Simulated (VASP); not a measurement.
Write the native input for VASP 6.6.1 that does the following.

| Item | Value |
| --- | --- |
| Task | single point |
| Functional | PBEsol |
| Potentials or basis | VASP PAW PBE potentials, release 64 (Al, N) |
| Cutoff | 520 eV |
| k mesh | 8 × 8 × 6 |
| Occupations | gaussian, width 0.01 eV |
| Spin | no spin polarisation |
| Dipole correction | no |
| Further INCAR settings | ALGO = Normal; EDIFF = 1e-06; NBANDS = 16 |

The structure of AlN lies in POSCAR:

```
AlN
1.0
    3.1237156610      0.0000000000      0.0000000000
   -1.5618578305      2.7052171167      0.0000000000
    0.0000000000      0.0000000000      5.0026582588
Al N
2 2
Direct
    0.3333333333      0.6666666667     -0.0009039837
    0.6666666667      0.3333333333      0.4990960163
    0.3333333333      0.6666666667      0.3809039837
    0.6666666667      0.3333333333      0.8809039837
```

These files were run (other wordings do the same):

INCAR

```
SYSTEM = AlN
PREC     = Accurate       ! precision mode
ENCUT    = 520            ! plane-wave cutoff, eV
EDIFF    = 1E-6           ! SCF threshold, eV
ISMEAR   = 0              ! smearing method
SIGMA    = 0.01           ! smearing width, eV
LREAL    = .False.        ! projectors in reciprocal space
LASPH    = .True.         ! aspherical terms in the spheres
NELM     = 60             ! most SCF steps
ALGO     = Normal         ! electronic algorithm
ISIF     = 2              ! what is computed and relaxed
LWAVE    = .False.        ! write WAVECAR
LCHARG   = .False.        ! write CHGCAR
GGA      = PS             ! functional
NBANDS   = 16             ! bands
```

KPOINTS

```
regular mesh
0
Gamma
  8 8 6
  0 0 0
```

Potentials or basis: VASP PAW PBE potentials, release 64 (Al, N).

Command:

```bash
$ cat potpaw_PBE.64/Al/POTCAR potpaw_PBE.64/N/POTCAR > POTCAR
$ mpirun -np 1 vasp_std > vasp.out
```

Results of the run:

The pressure is -2.1 GPa and the band gap on the k mesh is 4.03 eV, direct.

Caveat: the PAW data sets were made with another functional, which shifts forces and pressure a little.

Wall time 8.2 s on 1 thread of Intel(R) Xeon(R) 6975P-C (Granite Rapids), with other jobs on the host, peak memory 0.16 GiB.
